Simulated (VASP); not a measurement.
**CdS (Hawleyite): single point with BLYP+D4**

Crystal: CdS (Hawleyite).

```
Cd S
1.0
     0.00000    2.89693    2.89693
     2.89693    0.00000    2.89693
     2.89693    2.89693    0.00000
Cd S
1 1
Direct
  0.00000 0.00000 0.00000
  0.75000 0.75000 0.75000
```

```
Program             : VASP 6.6.1
Task                : single point
Functional          : BLYP
Dispersion          : D4
Potentials or basis : VASP PAW PBE potentials, release 64 (Cd_sv_GW, S)
Cutoff              : 540 eV
k mesh              : 8 × 8 × 8
Occupations         : fermi-dirac, width 0.05 eV
Spin                : no spin polarisation
```

* Pressure: 2.1 GPa
* Band gap on the k mesh: 1.17 eV, direct
* Dispersion energy per atom: -0.602 eV

Levels at points of the mesh, in eV from the valence-band top:
```tsv
k point	band 11	band 12	band 13	band 14	band 15	band 16
(0.00, 0.00, 0.00)	0.00	0.00	0.00	1.17	6.57	6.57
(0.50, 0.00, 0.00)	-4.48	-0.77	-0.77	3.03	7.06	7.06
(0.50, 0.50, 0.00)	-4.03	-1.92	-1.92	3.63	4.39	9.32
```

It took 27 s on 1 thread of AMD EPYC 9R45 96-Core Processor (Zen 5), on a shared host, peak memory 0.17 GiB.

Caveat: the PAW data sets were made with another functional, which shifts forces and pressure a little. Expect the measured gap to be larger: semilocal functionals such as BLYP lack the derivative discontinuity.
